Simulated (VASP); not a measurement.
# Nb (Fm-3m) in VASP: a series of runs

The runs below take Nb through relaxation of cell and atoms, with PBEsol.

Program: VASP 6.6.1. These are calculated values, not measurements. Logs are shortened: lines on timing, memory, paths and dates and some standing lists are left out, and cuts for length are marked.

## (1) The cell of the first run

It takes space group Fm-3m (No. 225, cubic). The conventional cell has a = 4.230 Å, b = 4.230 Å, c = 4.230 Å, α = 90.00°, β = 90.00°, γ = 90.00°. Within 3.9 Å of Nb (site symmetry m-3m) lie 12 Nb at 2.99 Å.

## (2) Relaxation of cell and atoms, PBEsol

The input, INCAR:

```
SYSTEM = Nb
PREC = Accurate
ENCUT = 600
EDIFF = 1E-6
ISMEAR = -1
SIGMA = 0.05
LREAL = .False.
LASPH = .True.
NELM = 60
ALGO = Normal
ISIF = 3
LWAVE = .False.
LCHARG = .False.
GGA = PS
IBRION = 2
NSW = 60
EDIFFG = -0.01
```

The input, KPOINTS:

```
Automatic mesh
0
Gamma
  11 11 11
  0 0 0
```

The input, POSCAR:

```
Nb
1.0
    0.0000000000      2.1150000000      2.1150000000
    2.1150000000      0.0000000000      2.1150000000
    2.1150000000      2.1150000000      0.0000000000
Nb
1
Direct
    0.0000000000      0.0000000000      0.0000000000
```

Potentials or basis: VASP PAW PBE potentials, release 64 (Nb_sv).

Command:

```sh
$ cat potpaw_PBE.64/Nb_sv/POTCAR > POTCAR
$ mpirun -np 1 vasp_std > vasp.out
```

OUTCAR:

```text
SYSTEM = Nb
   PREC = Accurate
   ENCUT = 600
   EDIFF = 1E-6
   ISMEAR = -1
   LREAL = .False.
   LASPH = .True.
   NELM = 60
   ISIF = 3
   GGA = PS
   IBRION = 2
   NSW = 60
   EDIFFG = -0.01

 ion  position               nearest neighbor table
   1  0.000  0.000  0.000-

  LATTYP: Found a face centered cubic cell.
 ALAT       =     4.2300000000

  Lattice vectors:

 A1 = (   0.0000000000,   2.1150000000,   2.1150000000)
 A2 = (   2.1150000000,   0.0000000000,   2.1150000000)
 A3 = (   2.1150000000,   2.1150000000,   0.0000000000)

Analysis of symmetry for initial positions (statically):
=====================================================================
 Subroutine PRICEL returns:
 Original cell was already a primitive cell.

 Routine SETGRP: Setting up the symmetry group for a
 face centered cubic supercell.

 Subroutine GETGRP returns: Found 48 space group operations
 (whereof 48 operations were pure point group operations)
 out of a pool of 48 trial point group operations.

The static configuration has the point symmetry O_h .

Analysis of symmetry for dynamics (positions and initial velocities):
=====================================================================
 Subroutine PRICEL returns:
 Original cell was already a primitive cell.

 Routine SETGRP: Setting up the symmetry group for a
 face centered cubic supercell.

 Subroutine GETGRP returns: Found 48 space group operations
 (whereof 48 operations were pure point group operations)
 out of a pool of 48 trial point group operations.

The dynamic configuration has the point symmetry O_h .

 Subroutine INISYM returns: Found 48 space group operations
 (whereof 48 operations are pure point group operations),
 and found     1 'primitive' translations

----------------------------------------------------------------------------------------

                                     Primitive cell

  volume of cell :      18.9217

  direct lattice vectors                    reciprocal lattice vectors
     0.000000000  2.115000000  2.115000000    -0.236406619  0.236406619  0.236406619
     2.115000000  0.000000000  2.115000000     0.236406619 -0.236406619  0.236406619
     2.115000000  2.115000000  0.000000000     0.236406619  0.236406619 -0.236406619

  length of vectors
     2.991061684  2.991061684  2.991061684     0.409468276  0.409468276  0.409468276

  position of ions in fractional coordinates (direct lattice)
     0.000000000  0.000000000  0.000000000

  ion indices of the primitive-cell ions
   primitive index   ion index
                 1           1

----------------------------------------------------------------------------------------

 KPOINTS: Automatic mesh

Automatic generation of k-mesh.
 Grid dimensions read from file:
 generate k-points for:   11   11   11

 Generating k-lattice:

  Cartesian coordinates                     Fractional coordinates (reciprocal lattice)
    -0.021491511  0.021491511  0.021491511     0.090909091  0.000000000  0.000000000
     0.021491511 -0.021491511  0.021491511     0.000000000  0.090909091  0.000000000
     0.021491511  0.021491511 -0.021491511     0.000000000  0.000000000  0.090909091

  Length of vectors
     0.037224389  0.037224389  0.037224389

  Shift w.r.t. Gamma in fractional coordinates (k-lattice)
     0.000000000  0.000000000  0.000000000

 Subroutine IBZKPT returns following result:
 ===========================================

 Found     56 irreducible k-points:

 Following reciprocal coordinates:
            Coordinates               Weight
  0.000000  0.000000  0.000000      1.000000
  0.090909  0.000000  0.000000      8.000000
  0.181818  0.000000  0.000000      8.000000
  0.272727  0.000000  0.000000      8.000000
  0.363636  0.000000  0.000000      8.000000
  0.454545  0.000000  0.000000      8.000000
[... 16 lines left out ...]
 -0.272727  0.181818  0.000000     24.000000
 -0.181818  0.181818  0.000000     12.000000
 [... further k-points ...]
   k-points           NKPTS =     56   k-points in BZ     NKDIM =     56   number of bands    NBANDS=     10
[... 36 lines left out ...]
     0.000000000  2.115000000  2.115000000    -0.236406619  0.236406619  0.236406619
     2.115000000  0.000000000  2.115000000     0.236406619 -0.236406619  0.236406619
     2.115000000  2.115000000  0.000000000     0.236406619  0.236406619 -0.236406619
[... 71 lines left out ...]
 POSITION                                       TOTAL-FORCE (eV/Angst)
 -----------------------------------------------------------------------------------
      0.00000      0.00000      0.00000        -0.000000     -0.000000     -0.000000
 -----------------------------------------------------------------------------------
    total drift:                                0.000000      0.000000      0.000000

  FREE ENERGIE OF THE ION-ELECTRON SYSTEM (eV)
  ---------------------------------------------------
  free  energy   TOTEN  =       -10.6155867825 eV

  energy  without entropy=      -10.6043394520  energy(sigma->0) =      -10.60996312

--------------------------------------- Ionic step        4  -------------------------------------------

 number of electron      13.0000000 magnetization

 Free energy of the ion-electron system (eV)
  ---------------------------------------------------
  ext. energy  EPLUGINS =         0.00000000
  ---------------------------------------------------
  free energy    TOTEN  =       -10.61560531 eV

  energy without entropy =      -10.60435986  energy(sigma->0) =      -10.60998259

 E-fermi :  11.3938     XC(G=0): -12.6185

 val. band max:       11.3740474418   @ k =  -0.1818   0.1818   0.0000
 cond. band min:      11.4619763768   @ k =   0.0000   0.0000   0.0000
 fundamental gap:      0.0879289351
 Fermi energy:        11.3938250074

 k-point     1 :       0.0000    0.0000    0.0000
  band No.  band energies     occupation
      1     -43.2609      2.00000
      2     -18.5914      2.00000
      3     -18.5914      2.00000
      4     -18.5914      2.00000
      5       5.0356      2.00000
      6      11.4620      0.40750
      7      11.4620      0.40750
      8      11.4620      0.40750
      9      14.2012      0.00000
     10      14.2012      0.00000

 k-point     2 :       0.0909    0.0000    0.0000
  band No.  band energies     occupation
      1     -43.2431      2.00000
      2     -18.7069      2.00000
      3     -18.6056      2.00000
      4     -18.6056      2.00000
      5       5.3544      2.00000
      6      11.2200      1.94007
      7      11.6053      0.02872
      8      11.6053      0.02872
      9      14.0742      0.00000
     10      14.0742      0.00000
[... 274 lines left out ...]
 k-point    24 :      -0.1818    0.1818    0.0000
  band No.  band energies     occupation
      1     -43.1100      2.00000
      2     -19.3535      2.00000
      3     -18.9088      2.00000
      4     -18.6783      2.00000
      5       7.7258      2.00000
      6      10.0981      2.00000
      7      11.3740      1.19524
      8      12.7783      0.00000
      9      12.8355      0.00000
     10      15.9626      0.00000

 [... further k-points ...]

------------------------ aborting loop because EDIFF is reached ----------------------------------------

  FORCE on cell =-STRESS in cart. coord.  units (eV):
  Direction    XX          YY          ZZ          XY          YZ          ZX
  --------------------------------------------------------------------------------------
  -------------------------------------------------------------------------------------
  Total       -0.0011631     -0.0011631     -0.0011631      0.0000000      0.0000000     -0.0000000
  in kB       -0.1032290     -0.1032290     -0.1032290      0.0000000      0.0000000     -0.0000000
  external PRESSURE =      -0.1032290 kB  Pullay stress =       0.0000000 kB

 VOLUME and BASIS-vectors are now :
 -----------------------------------------------------------------------------
  energy-cutoff  :      600.00
  volume of cell :       18.05
      direct lattice vectors                 reciprocal lattice vectors
     0.000000000  2.082094758  2.082094758    -0.240142769  0.240142769  0.240142769
     2.082094758  0.000000000  2.082094758     0.240142769 -0.240142769  0.240142769
     2.082094758  2.082094758  0.000000000     0.240142769  0.240142769 -0.240142769

 POSITION                                       TOTAL-FORCE (eV/Angst)
 -----------------------------------------------------------------------------------
      0.00000      0.00000      0.00000         0.000000     -0.000000      0.000000
 -----------------------------------------------------------------------------------
    total drift:                                0.000000      0.000000     -0.000000

  FREE ENERGIE OF THE ION-ELECTRON SYSTEM (eV)
  ---------------------------------------------------
  free  energy   TOTEN  =       -10.6156053090 eV

  energy  without entropy=      -10.6043598633  energy(sigma->0) =      -10.60998259

 reached required accuracy - stopping structural energy minimisation
```

Wall time 13 s (1 thread of Intel Xeon 6975P-C (Granite Rapids), shared host); peak memory 0.15 GiB.

What came out:

```yaml
Free_energy: -10.6156 eV
Relaxed_volume: 18.05 Å³/atom
Relaxed_cell: a = 2.945 Å, b = 2.945 Å, c = 2.945 Å, α = 60.00°, β = 60.00°, γ = 60.00°
Space_group_after_relaxing_to_0.05_Å: Fm-3m (No. 225)
Energy_gained_by_relaxing: 21.5 meV/atom
Ionic_steps: 4
Pressure_after_relaxing: 0.0 GPa
```

Step by step:
| step | energy change (eV) | largest force (eV/Å) | pressure (GPa) | volume (Å³) |
| --- | --- | --- | --- | --- |
| 1 | 0.0000 | 0.0000 | -7.63 | 18.92 |
| 2 | 0.0562 | 0.0000 | 17.82 | 16.56 |
| 3 | -0.0215 | 0.0000 | -0.26 | 18.08 |
| 4 | -0.0215 | 0.0000 | -0.01 | 18.05 |

Final structure:
```xyz
1
Lattice="0.0000 2.0821 2.0821 2.0821 0.0000 2.0821 2.0821 2.0821 0.0000" Properties=species:S:1:pos:R:3 pbc="T T T"
Nb    0.0000    0.0000    0.0000
```

Caveat: the PAW data sets were made with another functional, which shifts forces and pressure a little.

## (3) Relaxation of cell and atoms, PBEsol, target pressure 2 GPa, at which the enthalpy is minimised

The input, INCAR:

```
  PREC = Accurate
  ENCUT = 600
  EDIFF = 1E-6
  ISMEAR = -1
  SIGMA = 0.05
  LREAL = False
  LASPH = True
  NELM = 100
  ALGO = Fast
  ISIF = 3
  LWAVE = False
  LCHARG = False
  GGA = PS
  IBRION = 2
  NSW = 60
  EDIFFG = -0.01
  PSTRESS = 20.0
```

The input, KPOINTS:

```
Automatic mesh
0
Gamma
  11 11 11
```

POSCAR is that of step 2.

Potentials or basis: VASP PAW PBE potentials, release 64 (Nb_sv).

Command:

```sh
$ cat potpaw_PBE.64/Nb_sv/POTCAR > POTCAR
$ mpirun -np 1 vasp_std > vasp.out
```

Run time: 47 s. Hardware: 1 thread of Intel Xeon 6975P-C (Granite Rapids), shared host; peak memory 0.15 GiB.

It converged, with:

```yaml
Free_energy: -10.6144 eV
Relaxed_volume: 17.85 Å³/atom
Relaxed_cell: a = 2.934 Å, b = 2.934 Å, c = 2.934 Å, α = 60.00°, β = 60.00°, γ = 60.00°
Space_group_after_relaxing_to_0.05_Å: Fm-3m (No. 225)
Energy_change_on_relaxing_the_enthalpy_is_what_falls: -20.3 meV/atom
Ionic_steps: 9
Pressure_after_relaxing: 1.9 GPa
```

Step by step:
```
step  energy change (eV)  largest force (eV/Å)  pressure (GPa)  volume (Å³)
   1              0.0000                0.0000           -7.67        18.92
   2              0.1393                0.0000           27.07        15.96
   3             -0.0207                0.0000            1.71        17.89
   4             -0.0205                0.0000            1.81        17.87
   5             -0.0198                0.0000            2.25        17.81
   6             -0.0202                0.0000            2.19        17.84
   7             -0.0207                0.0000            1.73        17.89
   8             -0.0204                0.0000            1.80        17.86
   9             -0.0203                0.0000            1.92        17.85
```

Final structure:
```cif
data_structure
_symmetry_space_group_name_H-M 'P 1'
_symmetry_Int_Tables_number 1
_cell_length_a 2.9337
_cell_length_b 2.9337
_cell_length_c 2.9337
_cell_angle_alpha 60.000
_cell_angle_beta 60.000
_cell_angle_gamma 60.000
_cell_volume 17.85
loop_
_atom_site_label
_atom_site_type_symbol
_atom_site_fract_x
_atom_site_fract_y
_atom_site_fract_z
_atom_site_occupancy
Nb1 Nb 0.00000 0.00000 0.00000 1
```

Levels at points of the mesh, in eV from the Fermi level:
| k point | band 4 | band 5 | band 6 | band 7 | band 8 | band 9 |
| --- | --- | --- | --- | --- | --- | --- |
| (0.00, 0.00, 0.00) | -29.95 | -6.38 | 0.06 | 0.06 | 0.06 | 2.84 |

Caveat: the cell is relaxed towards a set pressure, so the enthalpy falls and the energy may rise; the PAW data sets were made with another functional, which shifts forces and pressure a little.

## (4) Relaxation of cell and atoms, PBEsol, target pressure 5 GPa, at which the enthalpy is minimised

The input, INCAR:

```
SYSTEM = Nb
  PREC = Accurate
  ENCUT = 600
  EDIFF = 1E-7
  ISMEAR = -1
  SIGMA = 0.05
  LREAL = .False.
  LASPH = .True.
  NELM = 100
  ALGO = Normal
  ISIF = 3
  LWAVE = .False.
  LCHARG = .False.
  GGA = PS
  IBRION = 2
  NSW = 60
  EDIFFG = -0.01
  PSTRESS = 50.0
```

The input, KPOINTS:

```
regular mesh
0
Gamma
  11 11 11
  0 0 0
```

POSCAR is that of step 3.

Command:

```sh
$ cat potpaw_PBE.64/Nb_sv/POTCAR > POTCAR
$ mpirun -np 1 vasp_std > vasp.out
```

Run time: 15 s. Hardware: 1 thread of Intel Xeon 6975P-C (Granite Rapids), shared host; peak memory 0.15 GiB.

Results (log left out):

| Quantity | Value |
| --- | --- |
| Free energy | -10.6085 eV |
| Relaxed volume | 17.58 Å³/atom |
| Relaxed cell | a = 2.919 Å, b = 2.919 Å, c = 2.919 Å, α = 60.00°, β = 60.00°, γ = 60.00° |
| Space group after relaxing (to 0.05 Å) | Fm-3m (No. 225) |
| Energy change on relaxing (the enthalpy is what falls) | -14.5 meV/atom |
| Ionic steps | 4 |
| Pressure after relaxing | 4.9 GPa |

The path:
```tsv
step	energy change (eV)	largest force (eV/Å)	pressure (GPa)	volume (Å³)
1	0.0000	0.0000	-7.63	18.92
2	0.3216	0.0000	43.15	15.12
3	-0.0160	0.0000	4.32	17.64
4	-0.0145	0.0000	4.92	17.58
```

Final structure:
```cif
data_structure
_symmetry_space_group_name_H-M 'P 1'
_symmetry_Int_Tables_number 1
_cell_length_a 2.9187
_cell_length_b 2.9187
_cell_length_c 2.9187
_cell_angle_alpha 60.000
_cell_angle_beta 60.000
_cell_angle_gamma 60.000
_cell_volume 17.58
loop_
_atom_site_label
_atom_site_type_symbol
_atom_site_fract_x
_atom_site_fract_y
_atom_site_fract_z
_atom_site_occupancy
Nb1 Nb 0.00000 0.00000 0.00000 1
```

Levels at points of the mesh, in eV from the Fermi level:
| k point | band 2 | band 3 | band 4 | band 5 | band 6 | band 7 | band 8 | band 9 | band 10 |
| --- | --- | --- | --- | --- | --- | --- | --- | --- | --- |
| (0.00, 0.00, 0.00) | -29.90 | -29.90 | -29.90 | -6.41 | 0.05 | 0.05 | 0.05 | 2.89 | 2.89 |

Caveat: the cell is relaxed towards a set pressure, so the enthalpy falls and the energy may rise; the PAW data sets were made with another functional, which shifts forces and pressure a little.

## (5) Relaxation of cell and atoms, PBEsol, target pressure 10 GPa, at which the enthalpy is minimised

The input, INCAR:

```
  PREC = Accurate
  ENCUT = 600
  EDIFF = 1E-6
  ISMEAR = -1
  SIGMA = 0.05
  LREAL = False
  LASPH = True
  NELM = 100
  ALGO = Fast
  ISIF = 3
  LWAVE = False
  LCHARG = False
  GGA = PS
  IBRION = 2
  NSW = 60
  EDIFFG = -0.01
  PSTRESS = 100.0
```

The input, KPOINTS:

```
Automatic mesh
0
Gamma
  11 11 11
```

POSCAR is that of step 4.

Command:

```sh
$ cat potpaw_PBE.64/Nb_sv/POTCAR > POTCAR
$ mpirun -np 1 vasp_std > vasp.out
```

Wall time 41 s (1 thread of Intel Xeon 6975P-C (Granite Rapids), shared host); peak memory 0.15 GiB.

Results (log left out):

| Quantity | Value |
| --- | --- |
| Free energy | -10.5882 eV |
| Relaxed volume | 17.14 Å³/atom |
| Relaxed cell | a = 2.894 Å, b = 2.894 Å, c = 2.894 Å, α = 60.00°, β = 60.00°, γ = 60.00° |
| Space group after relaxing (to 0.05 Å) | Fm-3m (No. 225) |
| Energy change on relaxing (the enthalpy is what falls) | +5.9 meV/atom |
| Ionic steps | 5 |
| Pressure after relaxing | 10.0 GPa |

The path:
| step | energy change (eV) | largest force (eV/Å) | pressure (GPa) | volume (Å³) |
| --- | --- | --- | --- | --- |
| 1 | 0.0000 | 0.0000 | -7.67 | 18.92 |
| 2 | 0.8268 | 0.0000 | 77.57 | 13.76 |
| 3 | -0.0025 | 0.0000 | 8.33 | 17.29 |
| 4 | 0.0038 | 0.0000 | 9.61 | 17.18 |
| 5 | 0.0059 | 0.0000 | 9.95 | 17.14 |

Final structure:
```cif
data_structure
_symmetry_space_group_name_H-M 'P 1'
_symmetry_Int_Tables_number 1
_cell_length_a 2.8942
_cell_length_b 2.8942
_cell_length_c 2.8942
_cell_angle_alpha 60.000
_cell_angle_beta 60.000
_cell_angle_gamma 60.000
_cell_volume 17.14
loop_
_atom_site_label
_atom_site_type_symbol
_atom_site_fract_x
_atom_site_fract_y
_atom_site_fract_z
_atom_site_occupancy
Nb1 Nb 0.00000 0.00000 0.00000 1
```

Levels at points of the mesh, in eV from the Fermi level:
```csv
k point,band 2,band 3,band 4,band 5,band 6,band 7,band 8,band 9,band 10
"(0.00, 0.00, 0.00)",-29.82,-29.82,-29.82,-6.47,0.03,0.03,0.03,2.97,2.97
```

Caveat: the cell is relaxed towards a set pressure, so the enthalpy falls and the energy may rise; the PAW data sets were made with another functional, which shifts forces and pressure a little.

## (6) Relaxation of cell and atoms, PBEsol, target pressure 20 GPa, at which the enthalpy is minimised

The input, INCAR:

```
SYSTEM = Nb
  PREC = Accurate
  ENCUT = 600
  EDIFF = 1E-6
  ISMEAR = -1
  SIGMA = 0.05
  LREAL = .FALSE.
  LASPH = .TRUE.
  NELM = 60
  ALGO = Fast
  ISIF = 3
  LWAVE = .FALSE.
  LCHARG = .FALSE.
  GGA = PS
  IBRION = 2
  NSW = 60
  EDIFFG = -0.01
  PSTRESS = 200.0
```

The input, KPOINTS:

```
Automatic mesh
0
G
  11 11 11
  0 0 0
```

POSCAR is that of step 5.

Potentials or basis: VASP PAW PBE potentials, release 64 (Nb_sv).

Command:

```sh
$ cat potpaw_PBE.64/Nb_sv/POTCAR > POTCAR
$ mpirun -np 1 vasp_std > vasp.out
```

Wall time 58 s (1 thread of Intel Xeon 6975P-C (Granite Rapids), shared host); peak memory 0.16 GiB.

It converged, with:

* Free energy: -10.5197 eV
* Relaxed volume: 16.41 Å³/atom
* Relaxed cell: a = 2.852 Å, b = 2.852 Å, c = 2.852 Å, α = 60.00°, β = 60.00°, γ = 60.00°
* Space group after relaxing (to 0.05 Å): Fm-3m (No. 225)
* Energy change on relaxing (the enthalpy is what falls): +74.4 meV/atom
* Ionic steps: 6
* Pressure after relaxing: 20.1 GPa

The path:
```tsv
step	energy change (eV)	largest force (eV/Å)	pressure (GPa)	volume (Å³)
1	0.0000	0.0000	-7.67	18.92
2	2.7404	0.0000	181.59	11.31
3	0.0696	0.0000	15.33	16.82
4	0.0558	0.0000	17.71	16.56
5	0.0841	0.0000	21.11	16.33
6	0.0744	0.0000	20.09	16.41
```

Final structure:
```
CELL_PARAMETERS angstrom
0.00000 2.01678 2.01678
2.01678 0.00000 2.01678
2.01678 2.01678 0.00000
ATOMIC_POSITIONS crystal
Nb 0.00000 0.00000 0.00000
```

Levels at points of the mesh, in eV from the Fermi level:
| k point | band 2 | band 3 | band 4 | band 5 | band 6 | band 7 | band 8 | band 9 | band 10 |
| --- | --- | --- | --- | --- | --- | --- | --- | --- | --- |
| (0.00, 0.00, 0.00) | -29.68 | -29.68 | -29.68 | -6.54 | -0.02 | -0.02 | -0.02 | 3.10 | 3.10 |

Caveat: the cell is relaxed towards a set pressure, so the enthalpy falls and the energy may rise; the PAW data sets were made with another functional, which shifts forces and pressure a little.

## (7) Summary

```tsv
cell	gap on the mesh (eV)	pressure (GPa)
relaxed	none	0.0
relaxed to 2 GPa	none	1.9
relaxed to 5 GPa	none	4.9
relaxed to 10 GPa	none	10.0
relaxed to 20 GPa	none	20.1
```

Alike in all rows: task relaxation of cell and atoms; level PBEsol; potentials or basis VASP PAW PBE potentials, release 64 (Nb_sv); no spin polarisation; k mesh 11 × 11 × 11; cutoff (eV) 600; smearing fermi-dirac 0.05 eV.

Caveats: the PAW data sets were made with another functional, which shifts forces and pressure a little; the cell is relaxed towards a set pressure, so the enthalpy falls and the energy may rise (some runs).

Total energies depend on the potentials used, so only differences within one code and one set of settings carry meaning.
